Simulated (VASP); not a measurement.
Here is a VASP 6.6.1 calculation.

File INCAR:

```
SYSTEM = NiSb
ALGO = Normal
EDIFF = 1E-8
ENCUT = 520
GGA = PS
ISIF = 2
ISMEAR = -1
LASPH = .True.
LCHARG = .False.
LEFG = .True.
LREAL = .False.
LWAVE = .False.
NBANDS = 23
NELM = 100
PREC = Accurate
SIGMA = 0.08
```

Contents of KPOINTS:

```
k-points
0
Gamma
  10 10 7
  0 0 0
```

Contents of POSCAR:

```
NiSb
1.0
    3.9296697660      0.0000000000      0.0000000000
   -1.9648348830      3.4031938458      0.0000000000
    0.0000000000      0.0000000000      5.1161871700
Ni Sb
2 2
Direct
    0.0000000000      0.0000000000      0.0000000000
    0.0000000000      0.0000000000      0.5000000000
    0.3333333333      0.6666666667      0.2500000000
    0.6666666667      0.3333333333      0.7500000000
```

Potentials or basis: VASP PAW PBE potentials, release 64 (Ni, Sb).

Launch:

```bash
$ cat potpaw_PBE.64/Ni/POTCAR potpaw_PBE.64/Sb/POTCAR > POTCAR
$ mpirun -np 1 vasp_std > vasp.out
```

Q: Estimate the pressure.

A: -1.8 GPa.

Q: What does it give for the band gap on the k mesh?

A: Zero (bands 15 and 16 overlap by 2.99 eV).

Stress tensor (GPa, compression positive):
```
-1.60  0.00  0.00
 0.00 -1.60  0.00
 0.00  0.00 -2.20
```

Caveat: without QUAD_EFG the Cq values of the log hold for a quadrupole moment of 1 mb, not for the nuclei; the PAW data sets were made with another functional, which shifts forces and pressure a little; spin-orbit coupling is left out, which moves the levels of the heavy elements. Spin polarisation is off, so any magnetic state and its effect on volume and gap are missing.
